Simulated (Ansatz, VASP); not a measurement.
## NbAs in VASP and in Ansatz

```xyz
4
Lattice="-1.7259 1.7259 5.8400 1.7259 -1.7259 5.8400 1.7259 1.7259 -5.8400" Properties=species:S:1:pos:R:3 pbc="T T T"
Nb    0.0000    0.0000    0.0000
Nb    0.0000    1.7258    2.9200
As    0.0000    0.0000    4.8589
As    1.7259    0.0000    1.9389
```

Alike in both runs: task relaxation of cell and atoms; functional PBE; k mesh 9 × 9 × 9; occupations fermi-dirac, width 0.1 eV; no spin polarisation.

|  | VASP | Ansatz |
| --- | --- | --- |
| version | VASP 6.6.1 | Ansatz 0.2.0 |
| potentials or method | VASP PAW PBE potentials, release 64 (Nb_sv, As), cutoff 600 eV | PAW plane waves |
| valence electrons in the cell | 36 | 56 |

VASP gave:

* gap on the k mesh at the Fermi level, each at its own relaxed structure (eV): none
* relaxed volume (Å³/atom): 17.73
* relaxed cell length with the largest relative difference (Å): 6.370

Q: Which values does Ansatz return?

A: gap on the k mesh at the Fermi level, each at its own relaxed structure (eV): none; relaxed volume (Å³/atom): 17.73; relaxed cell length with the largest relative difference (Å): 6.371.

A gap of «none» marks a metal or a gap that the smearing closes. VASP's potentials hold 36 valence electrons a cell and Ansatz's 56, so a difference there can come from the potentials and not from the codes.
